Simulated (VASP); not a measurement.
Write the native input for VASP 6.6.1 that does the following.

* Task: relaxation of the atoms
* Functional: PBE
* Potentials or basis: VASP PAW PBE potentials, release 64 (Ge_d)
* Cutoff: 520 eV
* k mesh: 5 × 5 × 5
* Occupations: gaussian, width 0.1 eV
* Spin: no spin polarisation
* Dipole correction: no
* Further INCAR settings: ALGO = Normal; EDIFF = 1e-07; IBRION = 2; EDIFFG = -0.025; NSW = 65

The structure of Ge lies in POSCAR:

```
Ge
1.0
    0.0000000000      5.7610728650      0.0000000000
   -5.7610728650      0.0000000000      0.0000000000
    0.0000000000      0.0000000000      5.7610728650
Ge
7
Direct
    0.5000000000      0.0000000000      0.5000000000
    0.0000000000      1.0000000000      0.0000000000
    0.5000000000      0.5000000000      0.0000000000
    0.2500000000      0.7500000000      0.2500000000
    0.7500000000      0.2500000000      0.2500000000
    0.2500000000      0.2500000000      0.7500000000
    0.7500000000      0.7500000000      0.7500000000
```

This cell differs from its parent crystal: atoms taken out.

One way to write it, as run:

INCAR

```
ALGO = Normal ; EDIFF = 1E-7
EDIFFG = -0.025 ; ENCUT = 520
GGA = PE ; IBRION = 2
ISIF = 2 ; ISMEAR = 0
LASPH = True ; LCHARG = False
LREAL = False ; LWAVE = False
NELM = 80 ; NSW = 65
PREC = Accurate ; SIGMA = 0.1
```

KPOINTS

```
k-points
0
Gamma
  5 5 5
```

Potentials or basis: VASP PAW PBE potentials, release 64 (Ge_d).

Command:

```bash
$ cat potpaw_PBE.64/Ge_d/POTCAR > POTCAR
$ mpirun -np 1 vasp_std > vasp.out
```

It gave:

* Energy gained by relaxing: 6.1 meV/atom
* Ionic steps: 3
* Pressure after relaxing: -2.3 GPa
* Band gap on the k mesh: zero (bands 49 and 50 overlap by 0.59 eV)

Caveat: the cell differs from its parent crystal (atoms taken out); semilocal functionals underestimate gaps, and a narrow one can read as zero.

It took 4.6 min on 1 thread of Intel(R) Xeon(R) Platinum 8259CL CPU @ 2.50GHz (Skylake/Cascade Lake), on a shared host, peak memory 0.35 GiB.
